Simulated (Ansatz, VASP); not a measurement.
Two plane-wave programs on Cu16HF

INCAR

```
SYSTEM = Cu16HF
  ALGO = Normal
  DIPOL = 0.5 0.5 0.481
  EDIFF = 1E-6
  ENCUT = 520
  GGA = PE
  IDIPOL = 3
  ISIF = 2
  ISMEAR = 0
  IVDW = 12
  LASPH = .True.
  LCHARG = .False.
  LDIPOL = .True.
  LREAL = Auto
  LWAVE = .False.
  NBANDS = 107
  NELM = 100
  PREC = Accurate
  SIGMA = 0.1
```

File KPOINTS:

```
k-points
0
Gamma
  4 4 1
  0 0 0
```

Contents of POSCAR:

```
Cu16HF
1.0
    5.0393684366      0.0000000000      0.0000000000
    0.0000000000      5.0393684366      0.0000000000
    0.0000000000      0.0000000000     23.3450573916
Cu F H
16 1 1
Direct
    0.2500000000      0.2500000000      0.3426849575
    0.2500000000      0.7500000000      0.3426849575
    0.7500000000      0.2500000000      0.3426849575
    0.7500000000      0.7500000000      0.3426849575
    0.5000000000      0.5000000000      0.4190045727
    0.5000000000      0.0000000000      0.4190045727
    0.0000000000      0.5000000000      0.4190045727
    0.0000000000      0.0000000000      0.4190045727
    0.7506613610      0.7505266071      0.4971274870
    0.7508455971      0.2494352779      0.4967833045
    0.2494583980      0.7507113568      0.4967915156
    0.2491969817      0.2491783839      0.4970204984
   -0.0005285012     -0.0006230145      0.5737431563
   -0.0001832442      0.5009930462      0.5721531439
    0.5011316638     -0.0002654805      0.5720952006
    0.4989908731      0.4988041846      0.5723155214
    0.1335580581      0.1330006840      0.6803502502
    0.2407191396      0.2404571167      0.6560143398
```

Input for Ansatz:

```yaml
crystal:
  lattice:
    - [5.0393684366, 0.0, 0.0]
    - [0.0, 5.0393684366, 0.0]
    - [0.0, 0.0, 23.3450573916]
  atoms:
    - { symbol: Cu, position: [0.25, 0.25, 0.3426849575] }
    - { symbol: Cu, position: [0.25, 0.75, 0.3426849575] }
    - { symbol: Cu, position: [0.75, 0.25, 0.3426849575] }
    - { symbol: Cu, position: [0.75, 0.75, 0.3426849575] }
    - { symbol: Cu, position: [0.5, 0.5, 0.4190045727] }
    - { symbol: Cu, position: [0.5, 0.0, 0.4190045727] }
    - { symbol: Cu, position: [0.0, 0.5, 0.4190045727] }
    - { symbol: Cu, position: [0.0, 0.0, 0.4190045727] }
    - { symbol: Cu, position: [0.750661361, 0.7505266071, 0.497127487] }
    - { symbol: Cu, position: [0.7508455971, 0.2494352779, 0.4967833045] }
    - { symbol: Cu, position: [0.249458398, 0.7507113568, 0.4967915156] }
    - { symbol: Cu, position: [0.2491969817, 0.2491783839, 0.4970204984] }
    - { symbol: Cu, position: [-0.0005285012, -0.0006230145, 0.5737431563] }
    - { symbol: Cu, position: [-0.0001832442, 0.5009930462, 0.5721531439] }
    - { symbol: Cu, position: [0.5011316638, -0.0002654805, 0.5720952006] }
    - { symbol: Cu, position: [0.4989908731, 0.4988041846, 0.5723155214] }
    - { symbol: F, position: [0.1335580581, 0.133000684, 0.6803502502] }
    - { symbol: H, position: [0.2407191396, 0.2404571167, 0.6560143398] }
basis:
  ecutwfc: 420
kpoints:
  mp_grid: { grid: [4, 4, 1] }
hamiltonian:
  xc: pbe
  dispersion: d3bj
scf:
  occupations: { method: gaussian, width: 0.1 }
output:
  forces: true
  eigenvalues: true
  write_density: true
  volumetric_format: npy
efield:
  axis: 3
  dipole_correction: true
  ramp_width: 0.04
```

Alike in both runs: task single point; functional PBE; dispersion D3(BJ); k mesh 4 × 4 × 1; occupations gaussian, width 0.1 eV; no spin polarisation.

|  | VASP | Ansatz |
| --- | --- | --- |
| version | VASP 6.6.1 | Ansatz 0.2.0 |
| potentials or method | VASP PAW PBE potentials, release 64 (Cu, F, H), cutoff 520 eV | scalar-relativistic, plane waves, PAW |
| valence electrons in the cell | 184 | 312 |

```csv
,VASP,Ansatz,Ansatz less VASP
gap on the k mesh at the Fermi level (eV),none,none,-
rms of the force components (eV/Å),0.049,0.028,-0.0208
```

Atom by atom the forces differ by 0.051 eV/Å (rms over components). A gap of «none» marks a metal or a gap that the smearing closes. VASP's potentials hold 184 valence electrons a cell and Ansatz's 312, so a difference there can come from the potentials and not from the codes.
